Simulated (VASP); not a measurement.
# SiC (F-43m) in VASP: further runs

SiC is run at these levels: LDA; tasks: relaxation of cell and atoms.

Everything below comes from runs of VASP 6.6.1. Logs are shortened: lines on timing, memory, paths and dates and some standing lists are left out, and cuts for length are marked.

### Step 1. The cell of the first run

Symmetry: F-43m, No. 216, cubic system. Conventional cell: a = 4.329 Å, b = 4.329 Å, c = 4.329 Å, α = 90.00°, β = 90.00°, γ = 90.00°. Within 2.5 Å of Si (site symmetry -43m) lie 4 C at 1.87 Å. Within 2.5 Å of C (site symmetry -43m) lie 4 Si at 1.87 Å.

### Step 2. Relaxation of cell and atoms, LDA

INCAR reads:

```
PREC = Accurate
ENCUT = 600
EDIFF = 1E-6
ISMEAR = 0
SIGMA = 0.01
LREAL = False
LASPH = True
NELM = 100
ALGO = Normal
ISIF = 3
LWAVE = False
LCHARG = False
IBRION = 2
NSW = 80
EDIFFG = -0.001
```

KPOINTS reads:

```
regular mesh
0
Gamma
  12 12 12
```

POSCAR reads:

```
SiC
1.0
    0.0000000000      2.1645640355      2.1645640355
    2.1645640355      0.0000000000      2.1645640355
    2.1645640355      2.1645640355      0.0000000000
Si C
1 1
Direct
    0.0000000000      0.0000000000      0.0000000000
    0.7500000000      0.7500000000      0.7500000000
```

Potentials or basis: VASP PAW LDA potentials, release 64 (Si, C).

The run is started by

```sh
$ cat potpaw_LDA.64/Si/POTCAR potpaw_LDA.64/C/POTCAR > POTCAR
$ mpirun -np 1 vasp_std > vasp.out
```

OUTCAR:

```text
PREC = Accurate
   ENCUT = 600
   EDIFF = 1E-6
   ISMEAR = 0
   LREAL = False
   LASPH = True
   NELM = 100
   ISIF = 3
   IBRION = 2
   NSW = 80
   EDIFFG = -0.001

 ion  position               nearest neighbor table
   1  0.000  0.000  0.000-   2 1.87   2 1.87   2 1.87   2 1.87
   2  0.750  0.750  0.750-   1 1.87   1 1.87   1 1.87   1 1.87

  LATTYP: Found a face centered cubic cell.
 ALAT       =     4.3291280710

  Lattice vectors:

 A1 = (   0.0000000000,   2.1645640355,   2.1645640355)
 A2 = (   2.1645640355,   0.0000000000,   2.1645640355)
 A3 = (   2.1645640355,   2.1645640355,   0.0000000000)

Analysis of symmetry for initial positions (statically):
[... 5 lines left out ...]
 face centered cubic supercell.

 Subroutine GETGRP returns: Found 24 space group operations
 (whereof 24 operations were pure point group operations)
 out of a pool of 48 trial point group operations.

The static configuration has the point symmetry T_d .

Analysis of symmetry for dynamics (positions and initial velocities):
[... 5 lines left out ...]
 face centered cubic supercell.

 Subroutine GETGRP returns: Found 24 space group operations
 (whereof 24 operations were pure point group operations)
 out of a pool of 48 trial point group operations.

The dynamic configuration has the point symmetry T_d .

 Subroutine INISYM returns: Found 24 space group operations
 (whereof 24 operations are pure point group operations),
 and found     1 'primitive' translations

----------------------------------------------------------------------------------------

                                     Primitive cell

  volume of cell :      20.2834

  direct lattice vectors                    reciprocal lattice vectors
     0.000000000  2.164564036  2.164564036    -0.230993397  0.230993397  0.230993397
     2.164564036  0.000000000  2.164564036     0.230993397 -0.230993397  0.230993397
     2.164564036  2.164564036  0.000000000     0.230993397  0.230993397 -0.230993397

  length of vectors
     3.061155816  3.061155816  3.061155816     0.400092300  0.400092300  0.400092300

  position of ions in fractional coordinates (direct lattice)
     0.000000000  0.000000000  0.000000000
     0.750000000  0.750000000  0.750000000

  ion indices of the primitive-cell ions
   primitive index   ion index
                 1           1
                 2           2

----------------------------------------------------------------------------------------

 KPOINTS: regular mesh

Automatic generation of k-mesh.
 Grid dimensions read from file:
 generate k-points for:   12   12   12

 Generating k-lattice:

  Cartesian coordinates                     Fractional coordinates (reciprocal lattice)
    -0.019249450  0.019249450  0.019249450     0.083333333  0.000000000  0.000000000
     0.019249450 -0.019249450  0.019249450     0.000000000  0.083333333  0.000000000
     0.019249450  0.019249450 -0.019249450     0.000000000  0.000000000  0.083333333

  Length of vectors
     0.033341025  0.033341025  0.033341025

  Shift w.r.t. Gamma in fractional coordinates (k-lattice)
     0.000000000  0.000000000  0.000000000

 Subroutine IBZKPT returns following result:
 ===========================================

 Found     72 irreducible k-points:

 Following reciprocal coordinates:
            Coordinates               Weight
  0.000000  0.000000  0.000000      1.000000
  0.083333  0.000000  0.000000      8.000000
  0.166667  0.000000  0.000000      8.000000
  0.250000  0.000000  0.000000      8.000000
  0.333333  0.000000  0.000000      8.000000
  0.416667  0.000000  0.000000      8.000000
[... 16 lines left out ...]
  0.500000  0.166667  0.000000     24.000000
 -0.416667  0.166667  0.000000     24.000000
 [... further k-points ...]
   k-points           NKPTS =     72   k-points in BZ     NKDIM =     72   number of bands    NBANDS=      8
   number of dos      NEDOS =    301   number of ions     NIONS =      2
   total plane-waves  NPLWV =  13824
   dimension x,y,z NGX =    24 NGY =   24 NGZ =   24
   dimension x,y,z NGXF=    48 NGYF=   48 NGZF=   48
   ions per type =               1   1
   NGX,Y,Z   is equivalent  to a cutoff of  13.03, 13.03, 13.03 a.u.
   NGXF,Y,Z  is equivalent  to a cutoff of  26.07, 26.07, 26.07 a.u.
 SYSTEM =  unknown system
   PREC   = accura    normal or accurate (medium, high low for compatibility)
   ISTART =      0    job   : 0-new  1-cont  2-samecut
   ICHARG =      2    charge: 1-file 2-atom 10-const
   ISPIN  =      1    spin polarized calculation?
   LNONCOLLINEAR =      F non collinear calculations
   LSORBIT =      F    spin-orbit coupling
   LASPH  =      T    aspherical Exc in radial PAW
   ENCUT  =  600.0 eV  44.10 Ry    6.64 a.u.   6.11  6.11  6.11*2*pi/ulx,y,z
   NELM   =    100;   NELMIN=  2; NELMDL= -5     # of ELM steps
   EDIFF  = 0.1E-05   stopping-criterion for ELM
   LREAL  =      F    real-space projection
   EDIFFG = -.1E-02   stopping-criterion for IOM
   NSW    =     80    number of steps for IOM
   IBRION =      2    ionic relax: 0-MD 1-quasi-New 2-CG
   NFREE  =      1    steps in history (QN), initial steepest desc. (CG)
   ISIF   =      3    stress and relaxation
   ISYM   =      2    0-nonsym 1-usesym 2-fastsym
   POTIM  = 0.5000    time-step for ionic-motion
   TEBEG  =    0.0;   TEEND  =   0.0 temperature during run
   PSTRESS=    0.0 pullay stress
   NELECT =       8.0000    total number of electrons
   NUPDOWN=      -1.0000    fix difference up-down
   EMIN   =  10.00;   EMAX   =-10.00  energy-range for DOS
   EFERMI =   0.00;   METHOD = LEGACY
   ISMEAR =     0;   SIGMA  =   0.01  broadening in eV -4-tet -1-fermi 0-gaus
   EFERMI_NEDOS =   21; number of points for ismear=-14 and -15
   IALGO  =     38    algorithm
   IMIX   =      4    mixing-type and parameters
     AMIX     =   0.40;   BMIX     =  1.00
     AMIX_MAG =   1.60;   BMIX_MAG =  1.00
  volume/ion in A,a.u.               =      10.14        68.44
  Fermi-wavevector in a.u.,A,eV,Ry     =   1.200580  2.268767 19.611329  1.441392
  Thomas-Fermi vector in A             =   2.336412
   LORBIT       =      0    0 simple, 1 ext, 2 COOP (PROOUT), +10 PAW based schemes
   GGA     = CA    functional components
   LHFCALC =     F    Hartree Fock is set to
   AEXX    =    0.0000 exact exchange contribution
   IVDW    =     0    specifies the selected vdW correction
   LEPSILON=     F    determine dielectric tensor
   LRPA    =     F    only Hartree local field effects (RPA)
 conjugate gradient relaxation of ions
 non-spin polarized calculation
 Gauss-broadening in eV      SIGMA  =   0.01
  energy-cutoff  :      600.00
  volume of cell :       20.28
 maximum number of plane-waves:       700
   NGX = 13   NGY = 13   NGZ = 13

--------------------------------------- Ionic step        1  -------------------------------------------

 number of electron       8.0000000 magnetization

 Free energy of the ion-electron system (eV)
  ---------------------------------------------------
  ext. energy  EPLUGINS =         0.00000000
  ---------------------------------------------------
  free energy    TOTEN  =       -16.64476391 eV

  energy without entropy =      -16.64476391  energy(sigma->0) =      -16.64476391

------------------------ aborting loop because EDIFF is reached ----------------------------------------

  FORCE on cell =-STRESS in cart. coord.  units (eV):
  Direction    XX          YY          ZZ          XY          YZ          ZX
  --------------------------------------------------------------------------------------
  -------------------------------------------------------------------------------------
  Total        0.0290845      0.0290845      0.0290845     -0.0000000      0.0000000     -0.0000000
  in kB        2.2973726      2.2973726      2.2973726     -0.0000000      0.0000000     -0.0000000
  external PRESSURE =       2.2973726 kB  Pullay stress =       0.0000000 kB
[... 57 lines left out ...]
  energy  without entropy=      -16.6447592998  energy(sigma->0) =      -16.64475930

--------------------------------------- Ionic step        3  -------------------------------------------

 number of electron       8.0000000 magnetization

 Free energy of the ion-electron system (eV)
  ---------------------------------------------------
  ext. energy  EPLUGINS =         0.00000000
  ---------------------------------------------------
  free energy    TOTEN  =       -16.64477760 eV

  energy without entropy =      -16.64477760  energy(sigma->0) =      -16.64477760

 E-fermi :   8.3691     XC(G=0): -11.6372

 val. band max:        8.2777780865   @ k =   0.0000   0.0000   0.0000
 cond. band min:       9.5666841393   @ k =   0.5000   0.5000   0.0000
 fundamental gap:      1.2889060528
 Fermi energy:         8.3691352363

 k-point     1 :       0.0000    0.0000    0.0000
  band No.  band energies     occupation
      1      -7.1864      2.00000
      2       8.2778      2.00000
      3       8.2778      2.00000
      4       8.2778      2.00000
      5      14.7930      0.00000
      6      15.6017      0.00000
      7      15.6017      0.00000
      8      15.6017      0.00000
[... 243 lines left out ...]
 k-point    24 :      -0.4167    0.1667    0.0000
  band No.  band energies     occupation
      1      -3.1693      2.00000
      2       0.1632      2.00000
      3       5.1665      2.00000
      4       6.7502      2.00000
      5      13.3994      0.00000
      6      16.0785      0.00000
      7      16.8154      0.00000
      8      19.4900      0.00000

 [... further k-points ...]
[... 5 lines left out ...]
  --------------------------------------------------------------------------------------
  -------------------------------------------------------------------------------------
  Total       -0.0006501     -0.0006501     -0.0006501      0.0000000      0.0000000      0.0000000
  in kB       -0.0512965     -0.0512965     -0.0512965      0.0000000      0.0000000      0.0000000
  external PRESSURE =      -0.0512965 kB  Pullay stress =       0.0000000 kB
[... 17 lines left out ...]
  FREE ENERGIE OF THE ION-ELECTRON SYSTEM (eV)
  ---------------------------------------------------
  free  energy   TOTEN  =       -16.6447776041 eV

  energy  without entropy=      -16.6447776041  energy(sigma->0) =      -16.64477760

 reached required accuracy - stopping structural energy minimisation
```

It took 11 s on 1 thread of Intel Xeon Platinum 8259CL at 2.50GHz (Skylake/Cascade Lake), shared host; peak memory 0.13 GiB.

What came out:

```
Free energy                            : -16.6448 eV
Relaxed volume                         : 10.15 Å³/atom
Relaxed cell                           : a = 3.062 Å, b = 3.062 Å, c = 3.062 Å, α = 60.00°, β = 60.00°, γ = 60.00°
Space group after relaxing (to 0.05 Å) : F-43m (No. 216)
Energy gained by relaxing              : 0.0 meV/atom
Ionic steps                            : 3
Pressure after relaxing                : 0.0 GPa
Band gap on the k mesh                 : 1.29 eV, indirect (least direct gap 4.52 eV)
```

Final structure:
```cif
data_structure
_symmetry_space_group_name_H-M 'P 1'
_symmetry_Int_Tables_number 1
_cell_length_a 3.0622
_cell_length_b 3.0622
_cell_length_c 3.0622
_cell_angle_alpha 60.000
_cell_angle_beta 60.000
_cell_angle_gamma 60.000
_cell_volume 20.30
loop_
_atom_site_label
_atom_site_type_symbol
_atom_site_fract_x
_atom_site_fract_y
_atom_site_fract_z
_atom_site_occupancy
Si1 Si 0.00000 0.00000 0.00000 1
C1 C 0.75000 0.75000 0.75000 1
```

Levels at points of the mesh, in eV from the valence-band top:
```tsv
k point	band 1	band 2	band 3	band 4	band 5	band 6	band 7	band 8
(0.00, 0.00, 0.00)	-15.46	0.00	0.00	0.00	6.52	7.32	7.32	7.32
(0.50, 0.00, 0.00)	-11.77	-8.66	-1.06	-1.06	5.56	7.21	7.21	10.02
(0.50, 0.50, 0.00)	-10.27	-7.87	-3.23	-3.23	1.29	4.26	14.05	14.05
```

### Step 3. Relaxation of cell and atoms, LDA

This run uses another cell than the first one, of 10.27 Å³/atom, 1.013 times its volume.

INCAR reads:

```
SYSTEM = SiC
PREC = Accurate ; ENCUT = 600
EDIFF = 1E-6 ; ISMEAR = 0
SIGMA = 0.02 ; LREAL = .FALSE.
LASPH = .TRUE. ; NELM = 80
ALGO = Normal ; ISIF = 3
LWAVE = .FALSE. ; LCHARG = .FALSE.
IBRION = 2 ; NSW = 100
EDIFFG = -0.005
```

KPOINTS reads:

```
regular mesh
0
G
  12 12 12
  0 0 0
```

POSCAR reads:

```
SiC
1.0
    0.0000000000      2.1740000000      2.1740000000
    2.1740000000      0.0000000000      2.1740000000
    2.1740000000      2.1740000000      0.0000000000
Si C
1 1
Direct
    0.0000000000      0.0000000000      0.0000000000
    0.7500000000      0.7500000000      0.7500000000
```

Potentials or basis: VASP PAW LDA potentials, release 64 (Si, C).

The run is started by

```sh
$ cat potpaw_LDA.64/Si/POTCAR potpaw_LDA.64/C/POTCAR > POTCAR
$ mpirun -np 1 vasp_std > vasp.out
```

It took 26 s on 1 thread of Intel Xeon Platinum 8259CL at 2.50GHz (Skylake/Cascade Lake), shared host; peak memory 0.14 GiB.

Results (log left out):

```yaml
Free_energy: -16.6451 eV
Relaxed_volume: 10.15 Å³/atom
Relaxed_cell: a = 3.062 Å, b = 3.062 Å, c = 3.062 Å, α = 60.00°, β = 60.00°, γ = 60.00°
Space_group_after_relaxing_to_0.05_Å: F-43m (No. 216)
Energy_gained_by_relaxing: 1.1 meV/atom
Ionic_steps: 3
Pressure_after_relaxing: 0.0 GPa
Band_gap_on_the_k_mesh: 1.29 eV, indirect (least direct gap 4.52 eV)
```

The path:
| step | energy change (eV) | largest force (eV/Å) | pressure (GPa) | volume (Å³) |
| --- | --- | --- | --- | --- |
| 1 | 0.0000 | 0.0000 | -2.70 | 20.55 |
| 2 | 0.0004 | 0.0000 | 3.05 | 20.04 |
| 3 | -0.0021 | 0.0000 | -0.01 | 20.30 |

Final structure:
```xyz
2
Lattice="0.0000 2.1653 2.1653 2.1653 0.0000 2.1653 2.1653 2.1653 0.0000" Properties=species:S:1:pos:R:3 pbc="T T T"
Si    0.0000    0.0000    0.0000
C     3.2479    3.2479    3.2479
```

Levels at points of the mesh, in eV from the valence-band top:
| k point | band 2 | band 3 | band 4 | band 5 | band 6 | band 7 |
| --- | --- | --- | --- | --- | --- | --- |
| (0.00, 0.00, 0.00) | 0.00 | 0.00 | 0.00 | 6.52 | 7.32 | 7.32 |
| (0.50, 0.00, 0.00) | -8.66 | -1.06 | -1.06 | 5.56 | 7.21 | 7.21 |
| (0.50, 0.50, 0.00) | -7.87 | -3.23 | -3.23 | 1.29 | 4.26 | 14.05 |

A k mesh can miss the band edges. A hybrid or GW would open this gap; LDA tends to underestimate it.
